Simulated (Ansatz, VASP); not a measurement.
# SiC in VASP and in Ansatz

```
Si C
1.0
     0.00000    2.18987    2.18987
     2.18987    0.00000    2.18987
     2.18987    2.18987    0.00000
Si C
1 1
Cartesian
  0.0000 0.0000 0.0000
  1.0949 1.0949 1.0949
```

Alike in both runs: functional PBE; k mesh 10 × 10 × 10; occupations gaussian, width 0.02 eV; no spin polarisation.

Ansatz relaxed the structure, and its values are those at the end. VASP's run is a single point on that final structure, the one shown.

|  | VASP | Ansatz |
| --- | --- | --- |
| version | VASP 6.6.1 | Ansatz 0.2.0 |
| potentials or method | VASP PAW PBE potentials, release 64 (Si, C), cutoff 520 eV | scalar-relativistic, plane waves, PAW |
| valence electrons in the cell | 8 | 8 |

```tsv
	VASP	Ansatz	Ansatz less VASP
gap on the k mesh at the Fermi level (eV)	1.37	1.37	+0.002
least direct gap on the mesh (eV)	4.53	4.53	+0.003
pressure (GPa)	0.0	0.0	+0.05
```

With one functional, cell and mesh, what is left measures potentials, basis and numerics.
